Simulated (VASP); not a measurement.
AlN:

```
CELL_PARAMETERS angstrom
2.99600 0.00000 0.00000
-1.49800 2.59461 0.00000
0.00000 0.00000 4.94358
ATOMIC_POSITIONS crystal
Al 0.33333 0.66667 0.00152
Al 0.66667 0.33333 0.50152
N 0.33333 0.66667 0.38348
N 0.66667 0.33333 0.88348
```

- Program: VASP 6.6.1
- Task: relaxation of the atoms
- Functional: LDA
- Potentials or basis: VASP PAW LDA potentials, release 64 (Al, N)
- Cutoff: 520 eV
- k mesh: 9 × 9 × 6
- Occupations: gaussian, width 0.05 eV
- Spin: no spin polarisation

At the start: pressure 16.0 GPa; volume 9.61 Å³/atom.

Problem. How do energy, volume and symmetry change on relaxing?

Solution. Over 3 steps the energy falls by 3.4 meV/atom; space group P6_3mc (No. 186, to 0.05 Å).

The path:
```tsv
step	energy change (eV)	largest force (eV/Å)	pressure (GPa)
1	0.0000	0.4416	15.97
2	-0.0107	0.2169	15.70
3	-0.0134	0.0006	15.73
```

Final structure:
```
Al N
1.0
     2.99600    0.00000    0.00000
    -1.49800    2.59461    0.00000
     0.00000    0.00000    4.94358
Al N
2 2
Direct
  0.33333 0.66667 0.00452
  0.66667 0.33333 0.50452
  0.33333 0.66667 0.38048
  0.66667 0.33333 0.88048
```
